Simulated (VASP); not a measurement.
A run of VASP 6.6.1:

Contents of INCAR:

```
SYSTEM = LiF
PREC     = Accurate       ! precision mode
ENCUT    = 520            ! plane-wave cutoff, eV
EDIFF    = 1E-6           ! SCF threshold, eV
ISMEAR   = 0              ! smearing method
SIGMA    = 0.05           ! smearing width, eV
LREAL    = .FALSE.        ! projectors in reciprocal space
LASPH    = .TRUE.         ! aspherical terms in the spheres
NELM     = 60             ! most SCF steps
ALGO     = Normal         ! electronic algorithm
ISIF     = 2              ! what is computed and relaxed
LWAVE    = .FALSE.        ! write WAVECAR
LCHARG   = .FALSE.        ! write CHGCAR
NBANDS   = 18             ! bands
```

The input KPOINTS:

```
Automatic mesh
0
G
  9 9 6
  0 0 0
```

Contents of POSCAR:

```
LiF
1.0
    3.0856366932      0.0000000000      0.0000000000
   -1.5428183466      2.6722397632      0.0000000000
    0.0000000000      0.0000000000      4.2054142492
Li F
2 2
Direct
    0.3333333333      0.6666666667      0.3839784076
    0.6666666667      0.3333333333      0.8839784076
    0.3333333333      0.6666666667      0.9910195924
    0.6666666667      0.3333333333      0.4910195924
```

Potentials or basis: VASP PAW LDA potentials, release 64 (Li_sv, F).

Command:

```console
$ cat potpaw_LDA.64/Li_sv/POTCAR potpaw_LDA.64/F/POTCAR > POTCAR
$ mpirun -np 1 vasp_std > vasp.out
```

Hardware: 1 thread of Intel Xeon 8259CL, on a shared host.

Problem. How long does it take, and how much memory?

Solution. Run time: 23 s on 1 thread of Intel Xeon 8259CL (shared host), peak memory 0.14 GiB. Counts: scf iterations 12, k points 48.
